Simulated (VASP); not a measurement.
Here is a VASP 6.6.1 calculation.

File INCAR:

```
SYSTEM = WS
ALGO = Normal
EDIFF = 1E-6
ENCUT = 520
GGA = PE
ISIF = 2
ISMEAR = 0
ISPIN = 2
LASPH = .True.
LCHARG = .True.
LDAU = .True.
LDAUJ = 0 0
LDAUL = 2 -1
LDAUPRINT = 1
LDAUTYPE = 2
LDAUU = 6.2 0
LELF = .True.
LMAXMIX = 4
LORBIT = 11
LREAL = .False.
LVHAR = .True.
LWAVE = .False.
MAGMOM = 1 -1 0 0
NBANDS = 32
NELM = 150
PREC = Accurate
SIGMA = 0.1
```

Contents of KPOINTS:

```
k-points
0
Gamma
  14 14 7
  0 0 0
```

Contents of POSCAR:

```
WS
1.0
    0.0000000000      2.7014683637      2.7014683637
    5.5542551141      2.7014683637      2.7014683637
    5.5542551141      5.4029367274      0.0000000000
W S
2 2
Direct
    0.0000000000      1.0000000000      1.0000000000
    0.0000000000      1.0000000000      0.5000000000
    0.5000000000      0.5000000000      0.0000000000
    0.5000000000      0.5000000000      0.5000000000
```

Potentials or basis: VASP PAW PBE potentials, release 64 (W_sv, S).

Run with:

```console
$ cat potpaw_PBE.64/W_sv/POTCAR potpaw_PBE.64/S/POTCAR > POTCAR
$ mpirun -np 1 vasp_std > vasp.out
```

**Question.** Estimate the pressure.

**Answer.** -3.4 GPa.

**Question.** Estimate the band gap on the k mesh.

**Answer.** Zero (filled and empty bands overlap).

Stress tensor (GPa, compression positive):
```
-4.81  0.00  0.00
 0.00 -2.66  0.00
 0.00  0.00 -2.66
```

Caveat: the cell stands under tension; spin-orbit coupling is left out, which moves the levels of the heavy elements.
